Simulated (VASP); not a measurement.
# CoSi (Pm-3m) in VASP: notebook, part 2 of 3

VASP 6.6.1. Earlier steps stand in the parts before.

## 3. Single point, PBE, collinear spin, ferromagnetic start (10.49 Å³/atom)

This run uses another cell than the first one, of 10.49 Å³/atom.

Input file INCAR:

```
PREC     = Accurate       # precision mode
ENCUT    = 520            # plane-wave cutoff, eV
EDIFF    = 1E-6           # SCF threshold, eV
ISMEAR   = 0              # smearing method
SIGMA    = 0.1            # smearing width, eV
LREAL    = F              # projectors in reciprocal space
LASPH    = T              # aspherical terms in the spheres
NELM     = 150            # most SCF steps
ALGO     = Normal         # electronic algorithm
ISIF     = 2              # what is computed and relaxed
LWAVE    = F              # write WAVECAR
LCHARG   = F              # write CHGCAR
ISPIN    = 2              # spin polarisation
MAGMOM   = 0.7 0          # initial moments
LORBIT   = 11             # projections on sites
LMAXMIX  = 4              # l up to which the mixer works
GGA      = PE             # functional
NBANDS   = 18             # bands
```

Input file KPOINTS:

```
regular mesh
0
Gamma
  16 16 16
```

Input file POSCAR:

```
CoSi
1.0
    2.7578014276      0.0000000000      0.0000000000
    0.0000000000      2.7578014276      0.0000000000
    0.0000000000      0.0000000000      2.7578014276
Co Si
1 1
Direct
    0.0000000000      0.0000000000      0.0000000000
    0.5000000000      0.5000000000      0.5000000000
```

Potentials or basis: VASP PAW PBE potentials, release 64 (Co, Si).

Started as:

```
cat potpaw_PBE.64/Co/POTCAR potpaw_PBE.64/Si/POTCAR > POTCAR
mpirun -np 1 vasp_std > vasp.out
```

OUTCAR:

```text
PREC = Accurate
   ENCUT = 520
   EDIFF = 1E-6
   ISMEAR = 0
   LREAL = F
   LASPH = T
   NELM = 150
   ISIF = 2
   ISPIN = 2
   LORBIT = 11
   GGA = PE

 ion  position               nearest neighbor table
   1  0.000  0.000  0.000-   2 2.39   2 2.39   2 2.39   2 2.39   2 2.39   2 2.39   2 2.39   2 2.39

   2  0.500  0.500  0.500-   1 2.39   1 2.39   1 2.39   1 2.39   1 2.39   1 2.39   1 2.39   1 2.39

  LATTYP: Found a simple cubic cell.
 ALAT       =     2.7578014276

  Lattice vectors:

 A1 = (   2.7578014276,   0.0000000000,   0.0000000000)
 A2 = (   0.0000000000,   2.7578014276,   0.0000000000)
 A3 = (   0.0000000000,   0.0000000000,   2.7578014276)

Analysis of symmetry for initial positions (statically):
=====================================================================
 Subroutine PRICEL returns:
 Original cell was already a primitive cell.

 Routine SETGRP: Setting up the symmetry group for a
 simple cubic supercell.

 Subroutine GETGRP returns: Found 48 space group operations
 (whereof 48 operations were pure point group operations)
 out of a pool of 48 trial point group operations.

The static configuration has the point symmetry O_h .

Analysis of symmetry for dynamics (positions and initial velocities):
=====================================================================
 Subroutine PRICEL returns:
 Original cell was already a primitive cell.

 Routine SETGRP: Setting up the symmetry group for a
 simple cubic supercell.

 Subroutine GETGRP returns: Found 48 space group operations
 (whereof 48 operations were pure point group operations)
 out of a pool of 48 trial point group operations.

The dynamic configuration has the point symmetry O_h .

Analysis of structural, dynamic, and magnetic symmetry:
=====================================================================
 Subroutine PRICEL returns:
 Original cell was already a primitive cell.

 Routine SETGRP: Setting up the symmetry group for a
 simple cubic supercell.

 Subroutine GETGRP returns: Found 48 space group operations
 (whereof 48 operations were pure point group operations)
 out of a pool of 48 trial point group operations.

The overall configuration has the point symmetry O_h .

 Subroutine INISYM returns: Found 48 space group operations
 (whereof 48 operations are pure point group operations),
 and found     1 'primitive' translations

----------------------------------------------------------------------------------------

                                     Primitive cell

  volume of cell :      20.9744

  direct lattice vectors                    reciprocal lattice vectors
     2.757801428  0.000000000  0.000000000     0.362607688  0.000000000  0.000000000
     0.000000000  2.757801428  0.000000000     0.000000000  0.362607688  0.000000000
     0.000000000  0.000000000  2.757801428     0.000000000  0.000000000  0.362607688

  length of vectors
     2.757801428  2.757801428  2.757801428     0.362607688  0.362607688  0.362607688

  position of ions in fractional coordinates (direct lattice)
     0.000000000  0.000000000  0.000000000
     0.500000000  0.500000000  0.500000000

[... 66 lines left out ...]
 SYSTEM =  unknown system
   PREC   = accura    normal or accurate (medium, high low for compatibility)
   ISTART =      0    job   : 0-new  1-cont  2-samecut
   ICHARG =      2    charge: 1-file 2-atom 10-const
   ISPIN  =      2    spin polarized calculation?
   LNONCOLLINEAR =      F non collinear calculations
   LSORBIT =      F    spin-orbit coupling
   LASPH  =      T    aspherical Exc in radial PAW
   ENCUT  =  520.0 eV  38.22 Ry    6.18 a.u.   5.13  5.13  5.13*2*pi/ulx,y,z
   NELM   =    150;   NELMIN=  2; NELMDL= -5     # of ELM steps
   EDIFF  = 0.1E-05   stopping-criterion for ELM
   LREAL  =      F    real-space projection
   EDIFFG = 0.1E-04   stopping-criterion for IOM
   NSW    =      0    number of steps for IOM
   IBRION =     -1    ionic relax: 0-MD 1-quasi-New 2-CG
   NFREE  =      0    steps in history (QN), initial steepest desc. (CG)
   ISIF   =      2    stress and relaxation
   ISYM   =      2    0-nonsym 1-usesym 2-fastsym
   POTIM  = 0.5000    time-step for ionic-motion
   TEBEG  =    0.0;   TEEND  =   0.0 temperature during run
   PSTRESS=    0.0 pullay stress
   NELECT =      13.0000    total number of electrons
   NUPDOWN=      -1.0000    fix difference up-down
   EMIN   =  10.00;   EMAX   =-10.00  energy-range for DOS
   EFERMI =   0.00;   METHOD = LEGACY
   ISMEAR =     0;   SIGMA  =   0.10  broadening in eV -4-tet -1-fermi 0-gaus
   EFERMI_NEDOS =   21; number of points for ismear=-14 and -15
   IALGO  =     38    algorithm
   IMIX   =      4    mixing-type and parameters
     AMIX     =   0.40;   BMIX     =  1.00
     AMIX_MAG =   1.60;   BMIX_MAG =  1.00
  volume/ion in A,a.u.               =      10.49        70.77
  Fermi-wavevector in a.u.,A,eV,Ry     =   1.395810  2.637698 26.508032  1.948285
  Thomas-Fermi vector in A             =   2.519225
   LORBIT       =     11    0 simple, 1 ext, 2 COOP (PROOUT), +10 PAW based schemes
   GGA     = PE    functional components
   LHFCALC =     F    Hartree Fock is set to
   AEXX    =    0.0000 exact exchange contribution
   IVDW    =     0    specifies the selected vdW correction
   LEPSILON=     F    determine dielectric tensor
   LRPA    =     F    only Hartree local field effects (RPA)
 spin polarized calculation
 Gauss-broadening in eV      SIGMA  =   0.10
  energy-cutoff  :      520.00
  volume of cell :       20.97
 maximum number of plane-waves:       587
 NGX is ok and might be reduce to    24
   NGX = 11   NGY = 11   NGZ = 11

 number of electron      13.0000003 magnetization       0.5380903

 Free energy of the ion-electron system (eV)
  ---------------------------------------------------
  ext. energy  EPLUGINS =         0.00000000
  ---------------------------------------------------
  free energy    TOTEN  =       -13.27380480 eV

  energy without entropy =      -13.26251039  energy(sigma->0) =      -13.26815760

 E-fermi :  13.2921     XC(G=0): -13.0725

 val. band max:       13.2909166223   @ k =   0.3750   0.3125   0.0000
 cond. band min:      13.2940904954   @ k =   0.4375   0.2500   0.0625
 fundamental gap:      0.0031738731
 Fermi energy:        13.2921169196

 spin component 1

 k-point     1 :       0.0000    0.0000    0.0000
  band No.  band energies     occupation
      1      -1.2346      1.00000
      2       8.9882      1.00000
      3       8.9882      1.00000
      4      11.6573      1.00000
      5      11.6573      1.00000
      6      11.6573      1.00000
[... 493 lines left out ...]
     17      36.4641      0.00000
     18      41.2778      0.00000

 [... further k-points ...]

 spin component 2

 k-point     1 :       0.0000    0.0000    0.0000
  band No.  band energies     occupation
      1      -1.2157      1.00000
      2       9.5604      1.00000
      3       9.5604      1.00000
      4      12.0067      1.00000
      5      12.0067      1.00000
      6      12.0067      1.00000
[... 493 lines left out ...]
     17      36.5148      0.00000
     18      41.4149      0.00000

 [... further k-points ...]

------------------------ aborting loop because EDIFF is reached ----------------------------------------

  FORCE on cell =-STRESS in cart. coord.  units (eV):
  Direction    XX          YY          ZZ          XY          YZ          ZX
  --------------------------------------------------------------------------------------
  -------------------------------------------------------------------------------------
  Total        0.8056051      0.8056051      0.8056051      0.0000000      0.0000000      0.0000000
  in kB       61.5380642     61.5380642     61.5380642      0.0000000      0.0000000      0.0000000
  external PRESSURE =      61.5380642 kB  Pullay stress =       0.0000000 kB

 VOLUME and BASIS-vectors are now :
 -----------------------------------------------------------------------------
  energy-cutoff  :      520.00
  volume of cell :       20.97
      direct lattice vectors                 reciprocal lattice vectors
     2.757801428  0.000000000  0.000000000     0.362607688  0.000000000  0.000000000
     0.000000000  2.757801428  0.000000000     0.000000000  0.362607688  0.000000000
     0.000000000  0.000000000  2.757801428     0.000000000  0.000000000  0.362607688

 POSITION                                       TOTAL-FORCE (eV/Angst)
 -----------------------------------------------------------------------------------
      0.00000      0.00000      0.00000         0.000000      0.000000      0.000000
      1.37890      1.37890      1.37890         0.000000      0.000000      0.000000
 -----------------------------------------------------------------------------------
    total drift:                                0.000000      0.000000      0.000000

  FREE ENERGIE OF THE ION-ELECTRON SYSTEM (eV)
  ---------------------------------------------------
  free  energy   TOTEN  =       -13.2738047988 eV

  energy  without entropy=      -13.2625103929  energy(sigma->0) =      -13.26815760

 total charge

# of ion       s       p       d       tot
------------------------------------------
    1        0.450   0.618   7.605   8.673
    2        0.706   0.882   0.000   1.588
--------------------------------------------------
tot          1.156   1.499   7.605  10.261

 magnetization (x)

# of ion       s       p       d       tot
------------------------------------------
    1        0.008   0.002   0.522   0.532
    2        0.003   0.013   0.000   0.016
--------------------------------------------------
tot          0.011   0.015   0.522   0.548
```

Run time: 37 s. Hardware: 1 thread of Intel Xeon 6975P-C (Granite Rapids), shared host; peak memory 0.22 GiB.

What came out:

| Quantity | Value |
| --- | --- |
| Free energy | -13.2738 eV |
| Pressure | 6.2 GPa |
| Net moment | 0.54 μB per cell |
| Site moments | Co +0.53; Si +0.02 μB |
| Valence electrons inside the program's atomic spheres | Co 8.67; Si 1.59 |

Levels at points of the mesh, in eV from the Fermi level:
Spin up:
| k point | band 3 | band 4 | band 5 | band 6 | band 7 | band 8 | band 9 | band 10 | band 11 | band 12 |
| --- | --- | --- | --- | --- | --- | --- | --- | --- | --- | --- |
| (0.00, 0.00, 0.00) | -4.30 | -1.63 | -1.63 | -1.63 | 3.02 | 3.02 | 3.02 | 7.45 | 7.45 | 12.43 |
| (0.50, 0.00, 0.00) | -3.54 | -2.92 | -2.92 | -1.48 | -0.77 | 6.59 | 8.23 | 8.23 | 9.49 | 9.49 |
| (0.50, 0.50, 0.00) | -5.42 | -4.36 | -2.46 | -2.46 | -1.10 | 1.43 | 1.70 | 8.24 | 13.61 | 14.67 |
| (0.50, 0.50, 0.50) | -6.17 | -1.58 | -1.06 | -1.06 | 1.22 | 1.22 | 1.22 | 3.50 | 3.50 | 3.50 |
Spin down:
| k point | band 2 | band 3 | band 4 | band 5 | band 6 | band 7 | band 8 | band 9 | band 10 | band 11 |
| --- | --- | --- | --- | --- | --- | --- | --- | --- | --- | --- |
| (0.00, 0.00, 0.00) | -3.73 | -3.73 | -1.29 | -1.29 | -1.29 | 3.04 | 3.04 | 3.04 | 7.72 | 7.72 |
| (0.50, 0.00, 0.00) | -9.00 | -2.86 | -2.64 | -2.64 | -1.12 | 0.05 | 6.59 | 8.33 | 8.33 | 9.52 |
| (0.50, 0.50, 0.00) | -5.41 | -5.41 | -3.94 | -2.15 | -2.15 | -0.23 | 1.73 | 2.18 | 8.26 | 13.63 |
| (0.50, 0.50, 0.50) | -6.03 | -6.03 | -1.55 | -0.18 | -0.18 | 1.25 | 1.25 | 1.25 | 3.74 | 3.74 |

Caveat: the cell stands under pressure.

## 4. Single point, PBE, collinear spin, ferromagnetic start

This run uses another cell than the first one, of 10.81 Å³/atom.

Input file INCAR:

```
  ALGO = Normal
  EDIFF = 1E-6
  ENCUT = 520
  GGA = PE
  ISIF = 2
  ISMEAR = 0
  ISPIN = 2
  LASPH = True
  LCHARG = True
  LELF = True
  LMAXMIX = 4
  LORBIT = 11
  LREAL = False
  LVHAR = True
  LWAVE = False
  MAGMOM = 0.81 0
  NBANDS = 18
  NELM = 150
  PREC = Accurate
  SIGMA = 0.1
```

Input file KPOINTS:

```
k-points
0
Gamma
  16 16 16
```

Input file POSCAR:

```
CoSi
1.0
    2.7859442022      0.0000000000      0.0000000000
    0.0000000000      2.7859442022      0.0000000000
    0.0000000000      0.0000000000      2.7859442022
Co Si
1 1
Direct
    0.0000000000      0.0000000000      0.0000000000
    0.5000000000      0.5000000000      0.5000000000
```

Started as:

```
cat potpaw_PBE.64/Co/POTCAR potpaw_PBE.64/Si/POTCAR > POTCAR
mpirun -np 1 vasp_std > vasp.out
```

Run time: 39 s. Hardware: 1 thread of Intel Xeon 6975P-C (Granite Rapids), shared host; peak memory 0.22 GiB.

The run converged. Its results:

```yaml
Free_energy: -13.2851 eV
Pressure: -0.2 GPa
Net_moment: 0.61 μB per cell
Site_moments: Co +0.60; Si +0.02 μB
Valence_electrons_inside_the_program's_atomic_spheres: Co 8.59; Si 1.57
```

Levels at points of the mesh, in eV from the Fermi level:
Spin up:
```csv
k point,band 5,band 6,band 7,band 8,band 9,band 10
"(0.00, 0.00, 0.00)",-1.63,-1.63,2.93,2.93,2.93,7.36
"(0.50, 0.00, 0.00)",-2.86,-1.49,-0.85,6.63,7.95,7.95
"(0.50, 0.50, 0.00)",-2.42,-2.42,-1.17,1.24,1.59,7.99
"(0.50, 0.50, 0.50)",-1.13,-1.13,1.26,1.26,1.26,3.34
```
Spin down:
| k point | band 4 | band 5 | band 6 | band 7 | band 8 | band 9 |
| --- | --- | --- | --- | --- | --- | --- |
| (0.00, 0.00, 0.00) | -1.24 | -1.24 | -1.24 | 2.96 | 2.96 | 2.96 |
| (0.50, 0.00, 0.00) | -2.54 | -2.54 | -1.08 | 0.07 | 6.63 | 8.06 |
| (0.50, 0.50, 0.00) | -3.77 | -2.06 | -2.06 | -0.19 | 1.59 | 2.12 |
| (0.50, 0.50, 0.50) | -1.73 | -0.14 | -0.14 | 1.29 | 1.29 | 1.29 |

## 5. Single point, PBE, collinear spin, ferromagnetic start (11.14 Å³/atom)

This run uses another cell than the first one, of 11.14 Å³/atom.

Input file INCAR:

```
  PREC = Accurate
  ENCUT = 520
  EDIFF = 1E-6
  ISMEAR = 0
  SIGMA = 0.1
  LREAL = False
  LASPH = True
  NELM = 150
  ALGO = Normal
  ISIF = 2
  LWAVE = False
  LCHARG = False
  ISPIN = 2
  MAGMOM = 0.7 0
  LORBIT = 11
  LMAXMIX = 4
  GGA = PE
  NBANDS = 18
```

Input file KPOINTS:

```
regular mesh
0
Gamma
  16 16 16
```

Input file POSCAR:

```
CoSi
1.0
    2.8135296022      0.0000000000      0.0000000000
    0.0000000000      2.8135296022      0.0000000000
    0.0000000000      0.0000000000      2.8135296022
Co Si
1 1
Direct
    0.0000000000      0.0000000000      0.0000000000
    0.5000000000      0.5000000000      0.5000000000
```

Started as:

```
cat potpaw_PBE.64/Co/POTCAR potpaw_PBE.64/Si/POTCAR > POTCAR
mpirun -np 1 vasp_std > vasp.out
```

Wall time 39 s (1 thread of Intel Xeon 6975P-C (Granite Rapids), shared host); peak memory 0.22 GiB.

The run converged. Its results:

* Free energy: -13.2730 eV
* Pressure: -5.6 GPa
* Net moment: 0.66 μB per cell
* Site moments: Co +0.66; Si +0.02 μB
* Valence electrons inside the program's atomic spheres: Co 8.52; Si 1.56

Levels at points of the mesh, in eV from the Fermi level:
Spin up:
| k point | band 3 | band 4 | band 5 | band 6 | band 7 | band 8 | band 9 | band 10 | band 11 | band 12 |
| --- | --- | --- | --- | --- | --- | --- | --- | --- | --- | --- |
| (0.00, 0.00, 0.00) | -4.07 | -1.63 | -1.63 | -1.63 | 2.85 | 2.85 | 2.85 | 7.27 | 7.27 | 11.34 |
| (0.50, 0.00, 0.00) | -3.40 | -2.80 | -2.80 | -1.49 | -0.92 | 6.67 | 7.69 | 7.69 | 9.26 | 9.26 |
| (0.50, 0.50, 0.00) | -5.14 | -4.13 | -2.37 | -2.37 | -1.22 | 1.08 | 1.49 | 7.76 | 13.15 | 14.23 |
| (0.50, 0.50, 0.50) | -5.80 | -1.93 | -1.19 | -1.19 | 1.31 | 1.31 | 1.31 | 3.19 | 3.19 | 3.19 |
Spin down:
```tsv
k point	band 2	band 3	band 4	band 5	band 6	band 7	band 8	band 9	band 10	band 11
(0.00, 0.00, 0.00)	-3.36	-3.36	-1.19	-1.19	-1.19	2.88	2.88	2.88	7.59	7.59
(0.50, 0.00, 0.00)	-8.56	-2.56	-2.45	-2.45	-1.05	0.09	6.67	7.80	7.80	9.30
(0.50, 0.50, 0.00)	-5.13	-5.13	-3.61	-1.97	-1.97	-0.15	1.46	2.07	7.77	13.17
(0.50, 0.50, 0.50)	-5.64	-5.64	-1.91	-0.11	-0.11	1.33	1.33	1.33	3.48	3.48
```

Caveat: the cell stands under tension.

(Continued in part 3 of 3.)
